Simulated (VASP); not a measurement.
A run of VASP 6.6.1:

INCAR

```
SYSTEM = Rh
ALGO = Normal
EDIFF = 1E-6
ENCUT = 520
GGA = PE
ISIF = 2
ISMEAR = -1
LASPH = .True.
LCHARG = .False.
LREAL = .False.
LWAVE = .False.
NBANDS = 14
NELM = 60
PREC = Accurate
SIGMA = 0.05
```

The input KPOINTS:

```
k-points
0
Gamma
  18 18 18
  0 0 0
```

File POSCAR:

```
Rh
1.0
    0.0000000000      1.8635090825      1.8635090825
    1.8635090825      0.0000000000      1.8635090825
    1.8635090825      1.8635090825      0.0000000000
Rh
1
Direct
    0.0000000000      0.0000000000      0.0000000000
```

Potentials or basis: VASP PAW PBE potentials, release 64 (Rh_pv).

The run is started by

```sh
$ cat potpaw_PBE.64/Rh_pv/POTCAR > POTCAR
$ mpirun -np 1 vasp_std > vasp.out
```

Hardware: 1 thread of Intel(R) Xeon(R) Platinum 8259CL CPU @ 2.50GHz (Skylake/Cascade Lake) (shared host).

Task: Estimate the wall time of this run.

Result: Run time: 34 s on 1 thread of Intel(R) Xeon(R) Platinum 8259CL CPU @ 2.50GHz (Skylake/Cascade Lake) (shared host), peak memory 0.15 GiB. Counts: scf iterations 11, k points 195.
